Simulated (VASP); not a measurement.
A run of VASP 6.6.1 is set up as follows.

The input INCAR:

```
SYSTEM = Sn
  PREC = Accurate
  ENCUT = 520
  EDIFF = 1E-7
  ISMEAR = 0
  SIGMA = 0.1
  LREAL = .FALSE.
  LASPH = .TRUE.
  NELM = 60
  ALGO = Normal
  ISIF = 2
  LWAVE = .FALSE.
  LCHARG = .FALSE.
  GGA = PS
  NBANDS = 21
```

KPOINTS

```
regular mesh
0
G
  12 12 12
  0 0 0
```

File POSCAR:

```
Sn
1.0
    0.0000000000      3.2703517031      3.2703517031
    3.2703517031      0.0000000000      3.2703517031
    3.2703517031      3.2703517031      0.0000000000
Sn
2
Direct
    0.0000000000      0.0000000000      0.0000000000
    0.2500000000      0.2500000000      0.2500000000
```

Potentials or basis: VASP PAW PBE potentials, release 64 (Sn_d).

Command:

```console
$ cat potpaw_PBE.64/Sn_d/POTCAR > POTCAR
$ mpirun -np 1 vasp_std > vasp.out
```

Problem. Estimate the pressure.

Solution. -0.1 GPa.

Problem. Predict the band gap on the k mesh.

Solution. Zero (band 14 reaches 5.33 eV, above the bottom of band 15 at 5.13 eV).

Caveat: the PAW data sets were made with another functional, which shifts forces and pressure a little; spin-orbit coupling is left out, which moves the levels of the heavy elements.
